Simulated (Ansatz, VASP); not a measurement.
One calculation of Ir, two programs

```
Ir
1.0
     2.75138    0.00000    0.00000
    -1.37569    2.38276    0.00000
     0.00000    0.00000    4.46229
Ir
2
Direct
  0.33333 0.66667 0.25000
  0.66667 0.33333 0.75000
```

Alike in both runs: functional PBE; k mesh 8 × 8 × 5; occupations fermi-dirac, width 0.05 eV; non-collinear spin, spin-orbit coupling.

```csv
,VASP,Ansatz
version,VASP 6.6.1,Ansatz 0.2.0
potentials or method,"VASP PAW PBE potentials, release 64 (Ir)",Ansatz PAW
plane-wave cutoff (eV),520,420
valence electrons in the cell,18,34
task,single point,band structure
```

Ansatz gave:

- pressure (GPa): 0.0
- traceless stress, the component that is largest in VASP (GPa): -0.10
- net moment per atom (μB): 0.00

**Question.** What did VASP give for the same quantities?

**Answer.** Pressure (GPa): 1.0; traceless stress, the component that is largest in VASP (GPa): 0.02; net moment per atom (μB): 0.00.

VASP's potentials hold 18 valence electrons a cell and Ansatz's 34, so a difference there can come from the potentials and not from the codes.
